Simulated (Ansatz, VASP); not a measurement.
One calculation of Ge3N, two programs

```xyz
4
Lattice="0.0000 3.4144 3.4144 3.4144 0.0000 3.4144 3.4144 3.4144 0.0000" Properties=species:S:1:pos:R:3 pbc="T T T"
Ge    0.0000    0.0000    0.0000
Ge    1.7072    1.7072    1.7072
Ge    5.1215    5.1215    5.1215
N     3.4144    3.4144    3.4144
```

Alike in both runs: task relaxation of cell and atoms; functional PBE; k mesh 4 × 4 × 4; occupations gaussian, width 0.1 eV; no spin polarisation.

```csv
,VASP,Ansatz
version,VASP 6.6.1,Ansatz 0.2.0
potentials or method,"VASP PAW PBE potentials, release 64 (Ge_d, N), cutoff 600 eV","scalar-relativistic, plane waves, PAW"
valence electrons in the cell,47,47
```

```csv
,VASP,Ansatz,Ansatz less VASP
"gap on the k mesh at the Fermi level, each at its own relaxed structure (eV)",none,none,-
relaxed volume (Å³/atom),15.35,15.35,+0.004
relaxed length of the cell vector where the two differ most in proportion (Å),4.428,4.428,+0.0004
```

A gap of «none» marks a metal or a gap that the smearing closes.

The k mesh is coarse, so the values compare programs but aren't converged. Noted on VASP's run: the volume moved by over 15 % at a fixed basis, so the end points are rough; too few bands were computed for a metal, which touches its energy and stress.
